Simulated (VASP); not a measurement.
# PbSe (Pm-3m) in VASP: single point with PBEsol

Aim: the single point of PbSe with PBEsol.

Program: VASP 6.6.1. These are calculated values, not measurements. Logs are shortened: lines on timing, memory, paths and dates and some standing lists are left out, and cuts for length are marked.

**1. The cell of the first run**

Symmetry: Pm-3m, No. 221, cubic system. The conventional cell has a = 3.784 Å, b = 3.784 Å, c = 3.784 Å, α = 90.00°, β = 90.00°, γ = 90.00°. Within 4.3 Å of Pb (site symmetry m-3m) lie 8 Se at 3.28 Å and 6 Pb at 3.78 Å. Within 4.3 Å of Se (site symmetry m-3m) lie 8 Pb at 3.28 Å and 6 Se at 3.78 Å.

**2. Single point, PBEsol**

Input file INCAR:

```
PREC = Accurate ; ENCUT = 500
EDIFF = 1E-6 ; ISMEAR = 0
SIGMA = 0.01 ; LREAL = False
LASPH = True ; NELM = 120
ALGO = Normal ; ISIF = 2
LWAVE = False ; LCHARG = False
GGA = PS ; NBANDS = 17
GGA_COMPAT = False
```

Input file KPOINTS:

```
regular mesh
0
Gamma
  3 3 3
```

Input file POSCAR:

```
PbSe
1.0
    3.7843220000      0.0000000000      0.0000000000
    0.0000000000      3.7843220000      0.0000000000
    0.0000000000      0.0000000000      3.7843220000
Pb Se
1 1
Direct
    0.0000000000      0.0000000000      0.0000000000
    0.5000000000      0.5000000000      0.5000000000
```

Potentials or basis: VASP PAW PBE potentials, release 64 (Pb_d, Se).

On the command line:

```
cat potpaw_PBE.64/Pb_d/POTCAR potpaw_PBE.64/Se/POTCAR > POTCAR
mpirun -np 1 vasp_std > vasp.out
```

OUTCAR:

```text
PREC = Accurate
   ENCUT = 500
   EDIFF = 1E-6
   ISMEAR = 0
   LREAL = False
   LASPH = True
   NELM = 120
   ISIF = 2
   GGA = PS

 ion  position               nearest neighbor table
   1  0.000  0.000  0.000-   2 3.28   2 3.28   2 3.28   2 3.28   2 3.28   2 3.28   2 3.28   2 3.28

   2  0.500  0.500  0.500-   1 3.28   1 3.28   1 3.28   1 3.28   1 3.28   1 3.28   1 3.28   1 3.28

  LATTYP: Found a simple cubic cell.
 ALAT       =     3.7843220000

  Lattice vectors:

 A1 = (   3.7843220000,   0.0000000000,   0.0000000000)
 A2 = (   0.0000000000,   3.7843220000,   0.0000000000)
 A3 = (   0.0000000000,   0.0000000000,   3.7843220000)

Analysis of symmetry for initial positions (statically):
=====================================================================
 Subroutine PRICEL returns:
 Original cell was already a primitive cell.

 Routine SETGRP: Setting up the symmetry group for a
 simple cubic supercell.

 Subroutine GETGRP returns: Found 48 space group operations
 (whereof 48 operations were pure point group operations)
 out of a pool of 48 trial point group operations.

The static configuration has the point symmetry O_h .

Analysis of symmetry for dynamics (positions and initial velocities):
=====================================================================
 Subroutine PRICEL returns:
 Original cell was already a primitive cell.

 Routine SETGRP: Setting up the symmetry group for a
 simple cubic supercell.

 Subroutine GETGRP returns: Found 48 space group operations
 (whereof 48 operations were pure point group operations)
 out of a pool of 48 trial point group operations.

The dynamic configuration has the point symmetry O_h .

 Subroutine INISYM returns: Found 48 space group operations
 (whereof 48 operations are pure point group operations),
 and found     1 'primitive' translations

----------------------------------------------------------------------------------------

                                     Primitive cell

  volume of cell :      54.1956

  direct lattice vectors                    reciprocal lattice vectors
     3.784322000  0.000000000  0.000000000     0.264248127  0.000000000  0.000000000
     0.000000000  3.784322000  0.000000000     0.000000000  0.264248127  0.000000000
     0.000000000  0.000000000  3.784322000     0.000000000  0.000000000  0.264248127

  length of vectors
[... 59 lines left out ...]
   ENCUT  =  500.0 eV  36.75 Ry    6.06 a.u.   6.90  6.90  6.90*2*pi/ulx,y,z
   NELM   =    120;   NELMIN=  2; NELMDL= -5     # of ELM steps
   EDIFF  = 0.1E-05   stopping-criterion for ELM
   LREAL  =      F    real-space projection
   EDIFFG = 0.1E-04   stopping-criterion for IOM
   NSW    =      0    number of steps for IOM
   IBRION =     -1    ionic relax: 0-MD 1-quasi-New 2-CG
   NFREE  =      0    steps in history (QN), initial steepest desc. (CG)
   ISIF   =      2    stress and relaxation
   ISYM   =      2    0-nonsym 1-usesym 2-fastsym
   POTIM  = 0.5000    time-step for ionic-motion
   TEBEG  =    0.0;   TEEND  =   0.0 temperature during run
   PSTRESS=    0.0 pullay stress
   NELECT =      20.0000    total number of electrons
   NUPDOWN=      -1.0000    fix difference up-down
   EMIN   =  10.00;   EMAX   =-10.00  energy-range for DOS
   EFERMI =   0.00;   METHOD = LEGACY
   ISMEAR =     0;   SIGMA  =   0.01  broadening in eV -4-tet -1-fermi 0-gaus
   EFERMI_NEDOS =   21; number of points for ismear=-14 and -15
   IALGO  =     38    algorithm
   IMIX   =      4    mixing-type and parameters
     AMIX     =   0.40;   BMIX     =  1.00
     AMIX_MAG =   1.60;   BMIX_MAG =  1.00
  volume/ion in A,a.u.               =      27.10       182.87
  Fermi-wavevector in a.u.,A,eV,Ry     =   1.174258  2.219025 18.760817  1.378881
  Thomas-Fermi vector in A             =   2.310658
   LORBIT       =      0    0 simple, 1 ext, 2 COOP (PROOUT), +10 PAW based schemes
   GGA     = PS    functional components
   LHFCALC =     F    Hartree Fock is set to
   AEXX    =    0.0000 exact exchange contribution
   IVDW    =     0    specifies the selected vdW correction
   LEPSILON=     F    determine dielectric tensor
   LRPA    =     F    only Hartree local field effects (RPA)
 non-spin polarized calculation
 Gauss-broadening in eV      SIGMA  =   0.01
  energy-cutoff  :      500.00
  volume of cell :       54.20
 maximum number of plane-waves:      1385
 NGX is ok and might be reduce to    28
   NGX = 13   NGY = 13   NGZ = 13

 number of electron      20.0000009 magnetization

 Free energy of the ion-electron system (eV)
  ---------------------------------------------------
  ext. energy  EPLUGINS =         0.00000000
  ---------------------------------------------------
  free energy    TOTEN  =        -8.46148924 eV

  energy without entropy =       -8.46148924  energy(sigma->0) =       -8.46148924

 E-fermi :   5.1083     XC(G=0): -10.1144

 val. band max:        4.9861278215   @ k =   0.3333   0.3333   0.0000
 cond. band min:       6.4047052183   @ k =   0.3333   0.3333   0.3333
 fundamental gap:      1.4185773968
 Fermi energy:         5.1083479399

 k-point     1 :       0.0000    0.0000    0.0000
  band No.  band energies     occupation
      1     -11.6846      2.00000
      2     -11.6846      2.00000
      3     -11.5325      2.00000
      4     -11.5325      2.00000
      5     -11.5325      2.00000
      6      -8.0014      2.00000
[... 57 lines left out ...]
      4     -11.5405      2.00000
      5     -11.5405      2.00000
      6      -6.3432      2.00000
[... 9 lines left out ...]
     16      16.1525      0.00000
     17      19.7678      0.00000

------------------------ aborting loop because EDIFF is reached ----------------------------------------

  FORCE on cell =-STRESS in cart. coord.  units (eV):
  Direction    XX          YY          ZZ          XY          YZ          ZX
  --------------------------------------------------------------------------------------
  -------------------------------------------------------------------------------------
  Total       -1.0672244     -1.0672244     -1.0672244      0.0000000      0.0000000     -0.0000000
  in kB      -31.5501980    -31.5501980    -31.5501980      0.0000000      0.0000000     -0.0000000
  external PRESSURE =     -31.5501980 kB  Pullay stress =       0.0000000 kB

 VOLUME and BASIS-vectors are now :
 -----------------------------------------------------------------------------
  energy-cutoff  :      500.00
  volume of cell :       54.20
      direct lattice vectors                 reciprocal lattice vectors
     3.784322000  0.000000000  0.000000000     0.264248127  0.000000000  0.000000000
     0.000000000  3.784322000  0.000000000     0.000000000  0.264248127  0.000000000
     0.000000000  0.000000000  3.784322000     0.000000000  0.000000000  0.264248127

 POSITION                                       TOTAL-FORCE (eV/Angst)
 -----------------------------------------------------------------------------------
      0.00000      0.00000      0.00000         0.000000      0.000000      0.000000
      1.89216      1.89216      1.89216         0.000000      0.000000      0.000000
 -----------------------------------------------------------------------------------
    total drift:                               -0.000000      0.000000      0.000000

  FREE ENERGIE OF THE ION-ELECTRON SYSTEM (eV)
  ---------------------------------------------------
  free  energy   TOTEN  =        -8.4614892427 eV

  energy  without entropy=       -8.4614892427  energy(sigma->0) =       -8.46148924
```

OSZICAR:

```text
N       E                     dE             d eps       ncg     rms          rms(c)
DAV:   1     0.149254754132E+03    0.14925E+03   -0.97734E+03   136   0.119E+03
DAV:   2     0.120870125431E+01   -0.14805E+03   -0.14248E+03   144   0.290E+02
DAV:   3    -0.867676117451E+01   -0.98855E+01   -0.98410E+01   181   0.820E+01
DAV:   4    -0.886628431087E+01   -0.18952E+00   -0.18944E+00   160   0.129E+01
DAV:   5    -0.887249209609E+01   -0.62078E-02   -0.62077E-02   200   0.219E+00    0.277E+00
DAV:   6    -0.847295948960E+01    0.39953E+00   -0.10481E+00   190   0.697E+00    0.154E+00
DAV:   7    -0.846374442659E+01    0.92151E-02   -0.12062E-01   160   0.164E+00    0.790E-01
DAV:   8    -0.846190549672E+01    0.18389E-02   -0.12043E-02   167   0.100E+00    0.935E-02
DAV:   9    -0.846147970237E+01    0.42579E-03   -0.30536E-03   176   0.349E-01    0.613E-02
DAV:  10    -0.846148991008E+01   -0.10208E-04   -0.19405E-04   182   0.843E-02    0.245E-02
DAV:  11    -0.846148955168E+01    0.35839E-06   -0.19308E-05   176   0.368E-02    0.542E-03
DAV:  12    -0.846148924273E+01    0.30895E-06   -0.80927E-07   112   0.820E-03
   1 F= -.84614892E+01 E0= -.84614892E+01  d E =-.335264E-67
```

It took 8.4 s on 1 thread of Intel Xeon 8259CL, shared host; peak memory 0.15 GiB.

Results:

| Quantity | Value |
| --- | --- |
| Free energy | -8.4615 eV |
| Pressure | -3.2 GPa |
| Band gap on the k mesh | 1.42 eV, indirect (least direct gap 2.42 eV) |

Caveat: the k points lie up to 0.55 Å⁻¹ apart; the PAW data sets were made with another functional, which shifts forces and pressure a little; spin-orbit coupling is left out, which moves the levels of the heavy elements. A k mesh can miss the band edges.
